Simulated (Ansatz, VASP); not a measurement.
One calculation of Pd4Pt, two programs

```
Pd Pt
1.0
     4.36040    0.00000    0.00000
    -2.18020    3.77622    0.00000
     0.00000    0.00000    5.34338
Pd Pt
4 1
Direct
  0.00000 0.00000 0.74636
  0.00000 0.00000 0.25364
  0.33333 0.66667 0.50000
  0.66667 0.33333 0.00000
  0.33333 0.66667 0.00000
```

Alike in both runs: functional PBE; k mesh 5 × 5 × 3; occupations gaussian, width 0.2 eV; no spin polarisation.

Ansatz relaxed the structure, and its values are those at the end. VASP's run is a single point on that final structure, the one shown.

|  | VASP | Ansatz |
| --- | --- | --- |
| version | VASP 6.6.1 | Ansatz 0.2.0 |
| potentials or method | VASP PAW PBE potentials, release 64 (Pd, Pt), cutoff 520 eV | scalar-relativistic, plane waves, PAW |
| valence electrons in the cell | 50 | 90 |

Ansatz gave:

| Item | Value |
| --- | --- |
| gap on the k mesh at the Fermi level (eV) | none |
| pressure (GPa) | 0.4 |

Task: Estimate VASP's values.

Result: gap on the k mesh at the Fermi level (eV): none; pressure (GPa): 0.0.

A gap of «none» marks a metal or a gap that the smearing closes. The functional is the same, so the differences come from potentials, cutoffs and numerics. VASP's potentials hold 50 valence electrons a cell and Ansatz's 90, so a difference there can come from the potentials and not from the codes.

The k mesh is coarse, so the values compare programs but aren't converged. Neither program's run includes spin-orbit coupling.
